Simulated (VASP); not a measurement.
# InF7 (Fm-3m) in VASP: density of states with PBE

Aim: the density of states of InF7 with PBE.

Program: VASP 6.6.1. These are calculated values, not measurements. Logs are shortened: lines on timing, memory, paths and dates and some standing lists are left out, and cuts for length are marked.

### 1 The cell of the first run

The structure is cubic, space group Fm-3m (No. 225). Conventional cell: a = 6.881 Å, b = 6.881 Å, c = 6.881 Å, α = 90.00°, β = 90.00°, γ = 90.00°. In (site symmetry m-3m) has 12 F at 2.43 Å within 3.2 Å. Within 3.2 Å of F (site symmetry mmm) lie 2 In at 2.43 Å and 10 F at 2.43 Å. Within 3.2 Å of F (site symmetry m-3m) lie 12 F at 2.43 Å.

### 2 Density of states, PBE

Input file POSCAR:

```
InF7
1.0
    0.0000000000      3.4404381650      3.4404381650
    3.4404381650      0.0000000000      3.4404381650
    3.4404381650      3.4404381650      0.0000000000
In F
1 7
Direct
    0.0000000000      0.0000000000      0.0000000000
    0.0000000000      0.0000000000      0.5000000000
    0.5000000000      0.0000000000      0.5000000000
    0.0000000000      0.5000000000      0.5000000000
    0.5000000000      0.5000000000      0.0000000000
    0.0000000000      0.5000000000      0.0000000000
    0.5000000000      0.0000000000      0.0000000000
    0.5000000000      0.5000000000      0.5000000000
```

Input file INCAR.step1:

```
PREC = Accurate ; ENCUT = 520
EDIFF = 1E-6 ; ISMEAR = 0
SIGMA = 0.1 ; LREAL = False
LASPH = True ; NELM = 100
ALGO = Normal ; ISIF = 2
LWAVE = False ; LCHARG = True
GGA = PE ; NBANDS = 41
```

Input file KPOINTS.step1:

```
regular mesh
0
Gamma
  10 10 10
```

Input file INCAR.step2:

```
PREC = Accurate ; ENCUT = 520
EDIFF = 1E-6 ; ISMEAR = -5
SIGMA = 0.1 ; LREAL = False
LASPH = True ; NELM = 100
ALGO = Normal ; ISIF = 2
LWAVE = False ; LCHARG = False
GGA = PE ; LORBIT = 10
NEDOS = 2001 ; ICHARG = 11
```

Input file KPOINTS.step2:

```
regular mesh
0
Gamma
  15 15 15
```

Potentials or basis: VASP PAW PBE potentials, release 64 (In_d, F).

Command:

```sh
> cat potpaw_PBE.64/In_d/POTCAR potpaw_PBE.64/F/POTCAR > POTCAR
> cp INCAR.step1 INCAR
> cp KPOINTS.step1 KPOINTS
> mpirun -np 1 vasp_std > vasp.out
> cp INCAR.step2 INCAR
> cp KPOINTS.step2 KPOINTS
> mpirun -np 1 vasp_std > vasp.out
```

OUTCAR:

```text
PREC = Accurate
   ENCUT = 520
   EDIFF = 1E-6
   ISMEAR = -5
   LREAL = False
   LASPH = True
   NELM = 100
   ISIF = 2
   GGA = PE
   LORBIT = 10
   ICHARG = 11

 ion  position               nearest neighbor table
   1  0.000  0.000  0.000-   2 2.43   6 2.43   7 2.43   2 2.43   3 2.43   4 2.43   4 2.43   5 2.43
                             6 2.43   3 2.43   5 2.43   7 2.43
   2  0.000  0.000  0.500-   1 2.43   1 2.43
   3  0.500  0.000  0.500-   1 2.43   1 2.43
   4  0.000  0.500  0.500-   1 2.43   1 2.43
   5  0.500  0.500  0.000-   1 2.43   1 2.43
   6  0.000  0.500  0.000-   1 2.43   1 2.43
   7  0.500  0.000  0.000-   1 2.43   1 2.43
   8  0.500  0.500  0.500-

  LATTYP: Found a face centered cubic cell.
 ALAT       =     6.8808763300

  Lattice vectors:

 A1 = (   0.0000000000,   3.4404381650,   3.4404381650)
 A2 = (   3.4404381650,   0.0000000000,   3.4404381650)
 A3 = (   3.4404381650,   3.4404381650,   0.0000000000)

Analysis of symmetry for initial positions (statically):
=====================================================================
 Subroutine PRICEL returns:
 Original cell was already a primitive cell.

 Routine SETGRP: Setting up the symmetry group for a
 face centered cubic supercell.

 Subroutine GETGRP returns: Found 48 space group operations
 (whereof 48 operations were pure point group operations)
 out of a pool of 48 trial point group operations.

The static configuration has the point symmetry O_h .

Analysis of symmetry for dynamics (positions and initial velocities):
=====================================================================
 Subroutine PRICEL returns:
 Original cell was already a primitive cell.

 Routine SETGRP: Setting up the symmetry group for a
 face centered cubic supercell.

 Subroutine GETGRP returns: Found 48 space group operations
 (whereof 48 operations were pure point group operations)
 out of a pool of 48 trial point group operations.

The dynamic configuration has the point symmetry O_h .

 Subroutine INISYM returns: Found 48 space group operations
 (whereof 48 operations are pure point group operations),
 and found     1 'primitive' translations

----------------------------------------------------------------------------------------

                                     Primitive cell

  volume of cell :      81.4463

  direct lattice vectors                    reciprocal lattice vectors
     0.000000000  3.440438165  3.440438165    -0.145330326  0.145330326  0.145330326
     3.440438165  0.000000000  3.440438165     0.145330326 -0.145330326  0.145330326
     3.440438165  3.440438165  0.000000000     0.145330326  0.145330326 -0.145330326

  length of vectors
     4.865514313  4.865514313  4.865514313     0.251719508  0.251719508  0.251719508

  position of ions in fractional coordinates (direct lattice)
     0.000000000  0.000000000  0.000000000
     0.000000000  0.000000000  0.500000000
     0.500000000  0.000000000  0.500000000
     0.000000000  0.500000000  0.500000000
     0.500000000  0.500000000  0.000000000
     0.000000000  0.500000000  0.000000000
     0.500000000  0.000000000  0.000000000
     0.500000000  0.500000000  0.500000000

  ion indices of the primitive-cell ions
   primitive index   ion index
                 1           1
                 2           2
                 3           3
                 4           4
                 5           5
                 6           6
                 7           7
                 8           8

----------------------------------------------------------------------------------------

 KPOINTS: regular mesh

Automatic generation of k-mesh.
 Grid dimensions read from file:
 generate k-points for:   15   15   15

 Generating k-lattice:

  Cartesian coordinates                     Fractional coordinates (reciprocal lattice)
    -0.009688688  0.009688688  0.009688688     0.066666667  0.000000000  0.000000000
     0.009688688 -0.009688688  0.009688688     0.000000000  0.066666667  0.000000000
     0.009688688  0.009688688 -0.009688688     0.000000000  0.000000000  0.066666667

  Length of vectors
     0.016781301  0.016781301  0.016781301

  Shift w.r.t. Gamma in fractional coordinates (k-lattice)
     0.000000000  0.000000000  0.000000000

 TETIRR: Found    484 inequivalent tetrahedra from    20250

 Subroutine IBZKPT returns following result:
 ===========================================

 Found    120 irreducible k-points:

 Following reciprocal coordinates:
            Coordinates               Weight
  0.000000  0.000000  0.000000      1.000000
  0.066667  0.000000  0.000000      8.000000
  0.133333  0.000000  0.000000      8.000000
  0.200000  0.000000  0.000000      8.000000
  0.266667  0.000000  0.000000      8.000000
  0.333333  0.000000  0.000000      8.000000
[... 16 lines left out ...]
  0.133333  0.133333  0.000000      6.000000
  0.200000  0.133333  0.000000     24.000000
 [... further k-points ...]
   k-points           NKPTS =    120   k-points in BZ     NKDIM =    120   number of bands    NBANDS=     37
   number of dos      NEDOS =   2001   number of ions     NIONS =      8
   total plane-waves  NPLWV =  46656
   dimension x,y,z NGX =    36 NGY =   36 NGZ =   36
   dimension x,y,z NGXF=    72 NGYF=   72 NGZF=   72
   ions per type =               1   7
   NGX,Y,Z   is equivalent  to a cutoff of  12.30, 12.30, 12.30 a.u.
   NGXF,Y,Z  is equivalent  to a cutoff of  24.60, 24.60, 24.60 a.u.
 SYSTEM =  unknown system
   PREC   = accura    normal or accurate (medium, high low for compatibility)
   ISTART =      0    job   : 0-new  1-cont  2-samecut
   ICHARG =     11    charge: 1-file 2-atom 10-const
   ISPIN  =      1    spin polarized calculation?
   LNONCOLLINEAR =      F non collinear calculations
   LSORBIT =      F    spin-orbit coupling
   LASPH  =      T    aspherical Exc in radial PAW
   ENCUT  =  520.0 eV  38.22 Ry    6.18 a.u.   9.05  9.05  9.05*2*pi/ulx,y,z
   NELM   =    100;   NELMIN=  2; NELMDL=  0     # of ELM steps
   EDIFF  = 0.1E-05   stopping-criterion for ELM
   LREAL  =      F    real-space projection
   EDIFFG = 0.1E-04   stopping-criterion for IOM
   NSW    =      0    number of steps for IOM
   IBRION =     -1    ionic relax: 0-MD 1-quasi-New 2-CG
   NFREE  =      0    steps in history (QN), initial steepest desc. (CG)
   ISIF   =      2    stress and relaxation
   ISYM   =      2    0-nonsym 1-usesym 2-fastsym
   POTIM  = 0.5000    time-step for ionic-motion
   TEBEG  =    0.0;   TEEND  =   0.0 temperature during run
   PSTRESS=    0.0 pullay stress
   NELECT =      62.0000    total number of electrons
   NUPDOWN=      -1.0000    fix difference up-down
   EMIN   =  10.00;   EMAX   =-10.00  energy-range for DOS
   EFERMI =   0.00;   METHOD = LEGACY
   ISMEAR =    -5;   SIGMA  =   0.10  broadening in eV -4-tet -1-fermi 0-gaus
   EFERMI_NEDOS =   21; number of points for ismear=-14 and -15
   IALGO  =     38    algorithm
   IMIX   =      4    mixing-type and parameters
     AMIX     =   0.40;   BMIX     =  1.00
     AMIX_MAG =   1.60;   BMIX_MAG =  1.00
  volume/ion in A,a.u.               =      10.18        68.70
  Fermi-wavevector in a.u.,A,eV,Ry     =   1.494795  2.824753 30.401022  2.234412
  Thomas-Fermi vector in A             =   2.607022
   LORBIT       =     10    0 simple, 1 ext, 2 COOP (PROOUT), +10 PAW based schemes
   GGA     = PE    functional components
   LHFCALC =     F    Hartree Fock is set to
   AEXX    =    0.0000 exact exchange contribution
   IVDW    =     0    specifies the selected vdW correction
   LEPSILON=     F    determine dielectric tensor
   LRPA    =     F    only Hartree local field effects (RPA)
 non-spin polarized calculation
 Fermi weights with tetrahedron method with Bloechl corrections
  energy-cutoff  :      520.00
  volume of cell :       81.45
 maximum number of plane-waves:      2212

 number of electron      61.9999993 magnetization

 Free energy of the ion-electron system (eV)
  ---------------------------------------------------
  ext. energy  EPLUGINS =         0.00000000
  ---------------------------------------------------
  free energy    TOTEN  =       -19.25439211 eV

  energy without entropy =      -19.25439211  energy(sigma->0) =      -19.25439211

 E-fermi :   0.4037     XC(G=0): -11.0139

 val. band max:        0.4160621183   @ k =   0.2667   0.0000   0.0000
 cond. band min:       0.4060904970   @ k =  -0.4667   0.3333   0.0667
 fundamental gap:     -0.0099716213
 Fermi energy:         0.4037164309

 k-point     1 :       0.0000    0.0000    0.0000
  band No.  band energies     occupation
      1     -21.4468      2.00000
      2     -19.9647      2.00000
      3     -19.9647      2.00000
      4     -19.9647      2.00000
      5     -19.5056      2.00000
      6     -19.4109      2.00000
[... 29 lines left out ...]
     36      13.0185      0.00000
     37      13.0185      0.00000

 k-point     2 :       0.0667    0.0000    0.0000
  band No.  band energies     occupation
      1     -21.4318      2.00000
      2     -19.9793      2.00000
      3     -19.9586      2.00000
      4     -19.9586      2.00000
      5     -19.5099      2.00000
      6     -19.4180      2.00000
[... 29 lines left out ...]
     36      12.9487      0.00000
     37      12.9487      0.00000

 k-point     3 :       0.1333    0.0000    0.0000
  band No.  band energies     occupation
      1     -21.3868      2.00000
      2     -20.0240      2.00000
      3     -19.9408      2.00000
      4     -19.9408      2.00000
      5     -19.5197      2.00000
      6     -19.4361      2.00000
[... 29 lines left out ...]
     36      12.7661      0.00000
     37      12.7661      0.00000

 k-point     4 :       0.2000    0.0000    0.0000
  band No.  band energies     occupation
      1     -21.3144      2.00000
      2     -20.0992      2.00000
      3     -19.9123      2.00000
      4     -19.9123      2.00000
      5     -19.5314      2.00000
      6     -19.4650      2.00000
[... 29 lines left out ...]
     36      12.5267      0.00000
     37      12.5267      0.00000
[... 683 lines left out ...]
      1     -21.4067      2.00000
      2     -19.9944      2.00000
      3     -19.9665      2.00000
      4     -19.9401      2.00000
      5     -19.5167      2.00000
      6     -19.4385      2.00000
[... 29 lines left out ...]
     36      12.8119      0.00000
     37      12.8523      0.00000

 k-point    23 :       0.1333    0.1333    0.0000
  band No.  band energies     occupation
      1     -21.3671      2.00000
      2     -19.9732      2.00000
      3     -19.9667      2.00000
      4     -19.9667      2.00000
      5     -19.5491      2.00000
      6     -19.4630      2.00000
[... 29 lines left out ...]
     36      12.6370      0.00000
     37      12.6370      0.00000

 k-point    24 :       0.2000    0.1333    0.0000
  band No.  band energies     occupation
      1     -21.3137      2.00000
      2     -20.0242      2.00000
      3     -19.9618      2.00000
      4     -19.9311      2.00000
      5     -19.5877      2.00000
      6     -19.4764      2.00000
[... 29 lines left out ...]
     36      12.4370      0.00000
     37      12.4375      0.00000

 [... further k-points ...]
[... 5 lines left out ...]
  --------------------------------------------------------------------------------------
  -------------------------------------------------------------------------------------
  Total       -0.3231597     -0.3231597     -0.3231597     -0.0000000      0.0000000     -0.0000000
  in kB       -6.3570629     -6.3570629     -6.3570629     -0.0000000      0.0000000     -0.0000000
  external PRESSURE =      -6.3570629 kB  Pullay stress =       0.0000000 kB

 VOLUME and BASIS-vectors are now :
 -----------------------------------------------------------------------------
  energy-cutoff  :      520.00
  volume of cell :       81.45
      direct lattice vectors                 reciprocal lattice vectors
     0.000000000  3.440438165  3.440438165    -0.145330326  0.145330326  0.145330326
     3.440438165  0.000000000  3.440438165     0.145330326 -0.145330326  0.145330326
     3.440438165  3.440438165  0.000000000     0.145330326  0.145330326 -0.145330326

 POSITION                                       TOTAL-FORCE (eV/Angst)
 -----------------------------------------------------------------------------------
      0.00000      0.00000      0.00000        -0.000000      0.000000      0.000000
      1.72022      1.72022      0.00000        -0.000000      0.000000     -0.000000
      1.72022      3.44044      1.72022        -0.000000      0.000000      0.000000
      3.44044      1.72022      1.72022        -0.000000      0.000000      0.000000
      1.72022      1.72022      3.44044         0.000000     -0.000000      0.000000
      1.72022      0.00000      1.72022        -0.000000     -0.000000      0.000000
      0.00000      1.72022      1.72022         0.000000      0.000000      0.000000
      3.44044      3.44044      3.44044        -0.000000     -0.000000      0.000000
 -----------------------------------------------------------------------------------
    total drift:                                0.000000      0.000000      0.000000

  FREE ENERGIE OF THE ION-ELECTRON SYSTEM (eV)
  ---------------------------------------------------
  free  energy   TOTEN  =       -19.2543921136 eV

  energy  without entropy=      -19.2543921136  energy(sigma->0) =      -19.25439211

 total charge

# of ion       s       p       d       tot
------------------------------------------
    1        0.437   0.321   9.973  10.731
    2        1.759   4.167   0.000   5.925
    3        1.759   4.167   0.000   5.925
    4        1.759   4.167   0.000   5.925
    5        1.759   4.167   0.000   5.925
    6        1.759   4.167   0.000   5.925
    7        1.759   4.167   0.000   5.925
    8        1.769   4.022   0.000   5.791
--------------------------------------------------
tot         12.758  29.344   9.973  52.075
```

It took 5.9 min on 1 thread of AMD EPYC 9R14 (Zen 4), shared host; peak memory 0.36 GiB.

Results:

```
Valence electrons inside the program's atomic spheres : In 10.73; F 5.92, 5.79
```

Caveat: spin-orbit coupling is left out, which moves the levels of the heavy elements; tetrahedron occupations give inexact forces and stress in metals.
